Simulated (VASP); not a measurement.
ZrB: single point with PBEsol-based global hybrid with 25 % exact exchange

Crystal: ZrB.

```
Zr B
1.0
     2.35573   -2.40030    0.00000
     2.35573    2.40030    0.00000
     0.00000    0.00000    2.95069
Zr B
1 1
Direct
  0.00000 0.00000 0.50000
  0.50000 0.50000 0.50000
```

```json
{
  "Program": "VASP 6.6.1",
  "Task": "single point",
  "Functional": "PBEsol-based global hybrid with 25 % exact exchange",
  "Potentials or basis": "VASP PAW PBE potentials, release 64 (Zr_sv, B)",
  "Cutoff": "520 eV",
  "k mesh": "5 × 5 × 4",
  "Occupations": "fermi-dirac, width 0.05 eV",
  "Spin": "no spin polarisation"
}
```

```yaml
Pressure: 0.0 GPa
Band_gap_on_the_k_mesh: zero (an odd number of electrons rules out a gap without spin polarisation)
```

Stress tensor (GPa, compression positive):
```
-0.03  0.00  0.00
 0.00 -0.17  0.00
 0.00  0.00  0.12
```

Levels at points of the mesh, in eV from the Fermi level:
| k point | band 6 | band 7 | band 8 | band 9 | band 10 | band 11 |
| --- | --- | --- | --- | --- | --- | --- |
| (0.00, 0.00, 0.00) | -2.35 | -1.43 | 2.52 | 2.64 | 3.98 | 5.61 |
| (0.00, 0.00, 0.50) | -3.34 | 0.53 | 2.35 | 2.47 | 3.85 | 4.06 |

It took 25 min on 1 thread of Oxide Virtual Turin-like Processor (shared host), peak memory 0.13 GiB.

Caveat: the k points lie up to 0.53 Å⁻¹ apart, too coarse for converged energies and pressures of a metal; the PAW data sets were made with another functional, which shifts forces and pressure a little.
